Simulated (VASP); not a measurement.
BaTe: single point with LDA

The system is BaTe.

```
Ba Te
1.0
     0.00000    3.80629    3.80629
     3.80629    0.00000    3.80629
     3.80629    3.80629    0.00000
Ba Te
1 1
Cartesian
  0.0000 0.0000 0.0000
  1.9031 1.9031 1.9031
```

```yaml
Program: VASP 6.6.1
Task: single point
Functional: LDA
Potentials_or_basis: VASP PAW LDA potentials, release 64 (Ba_sv, Te)
Cutoff: 520 eV
k_mesh: 6 × 6 × 6
Occupations: fermi-dirac, width 0.02 eV
Spin: no spin polarisation
Dipole_correction: no
Further_INCAR_settings: ALGO = Normal; EDIFF = 1e-07; NBANDS = 15
```

```yaml
Pressure: 0.4 GPa
Band_gap_on_the_k_mesh: 2.41 eV (least direct gap 2.69 eV)
```

Levels at points of the mesh, in eV from the valence-band top:
```tsv
k point	band 4	band 5	band 6	band 7	band 8	band 9	band 10	band 11	band 12	band 13
(0.00, 0.00, 0.00)	-11.85	-8.93	-0.57	-0.57	-0.57	2.41	4.09	4.09	6.21	6.21
(0.50, 0.00, 0.00)	-11.87	-8.54	-0.82	-0.34	-0.34	3.93	4.31	4.31	4.47	5.30
(0.50, 0.50, 0.00)	-11.90	-8.42	-1.17	-0.01	-0.01	2.70	3.86	5.04	5.05	5.05
```

Wall time 11 s on 1 thread of Intel(R) Xeon(R) 6975P-C (Granite Rapids) (shared host), peak memory 0.2 GiB.

Caveat: spin-orbit coupling is left out, which moves the levels of the heavy elements. A k mesh can miss the band edges.
